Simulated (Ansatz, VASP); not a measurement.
## Two plane-wave programs on BeZn4O

```
Be Zn O
1.0
     5.46653    0.00000    0.00000
    -2.73326    4.73415    0.00000
     0.00000    0.00000    3.35706
Be Zn O
1 4 1
Direct
  0.33333 0.66667 0.00000
  0.50179 0.49821 0.50000
  0.50179 0.00358 0.50000
  0.99642 0.49821 0.50000
  0.00000 0.00000 0.50000
  0.66667 0.33333 0.00000
```

Alike in both runs: functional PBE; k mesh 4 × 4 × 3; occupations gaussian, width 0.2 eV; no spin polarisation.

Ansatz relaxed the structure, and its values are those at the end. VASP's run is a single point on that final structure, the one shown.

|  | VASP | Ansatz |
| --- | --- | --- |
| version | VASP 6.6.1 | Ansatz 0.2.0 |
| potentials or method | VASP PAW PBE potentials, release 64 (Be, Zn, O), cutoff 600 eV | scalar-relativistic, plane waves, PAW |
| valence electrons in the cell | 56 | 56 |

```csv
,VASP,Ansatz,Ansatz less VASP
gap on the k mesh at the Fermi level (eV),none,none,-
pressure (GPa),0.3,0.1,-0.13
rms of the force components (eV/Å),0.005,0.002,-0.0034
```

A gap of «none» marks a metal or a gap that the smearing closes. With one functional, cell and mesh, what is left measures potentials, basis and numerics.

The k mesh is coarse, so the values compare programs but aren't converged.
